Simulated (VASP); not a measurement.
Input of a VASP 6.6.1 run:

File INCAR:

```
PREC = Accurate ; ENCUT = 520
EDIFF = 1E-6 ; ISMEAR = -1
SIGMA = 0.05 ; LREAL = False
LASPH = True ; NELM = 150
ALGO = Normal ; ISIF = 2
LWAVE = False ; LCHARG = False
ISPIN = 2 ; MAGMOM = 0 3
LORBIT = 11 ; LMAXMIX = 4
GGA = PS ; NBANDS = 20
```

The input KPOINTS:

```
regular mesh
0
Gamma
  10 10 7
```

POSCAR

```
FePt
1.0
    2.7415369495      0.0000000000      0.0000000000
    0.0000000000      2.7415369495      0.0000000000
    0.0000000000      0.0000000000      3.7446364796
Pt Fe
1 1
Direct
    0.5000000000      0.5000000000      0.5000000000
    0.0000000000      0.0000000000      0.0000000000
```

Potentials or basis: VASP PAW PBE potentials, release 64 (Pt, Fe).

Run with:

```bash
$ cat potpaw_PBE.64/Pt/POTCAR potpaw_PBE.64/Fe/POTCAR > POTCAR
$ mpirun -np 1 vasp_std > vasp.out
```

Question: Predict the pressure.

Answer: -10.1 GPa.

Question: Estimate the site moments.

Answer: Pt +0.34; Fe +2.94 μB.

Question: What does it give for the net moment?

Answer: 3.31 μB per cell.

Stress tensor (GPa, compression positive):
```
-10.35   0.00   0.00
  0.00 -10.35   0.00
  0.00   0.00  -9.47
```

Caveat: the cell stands under tension; the PAW data sets were made with another functional, which shifts forces and pressure a little.
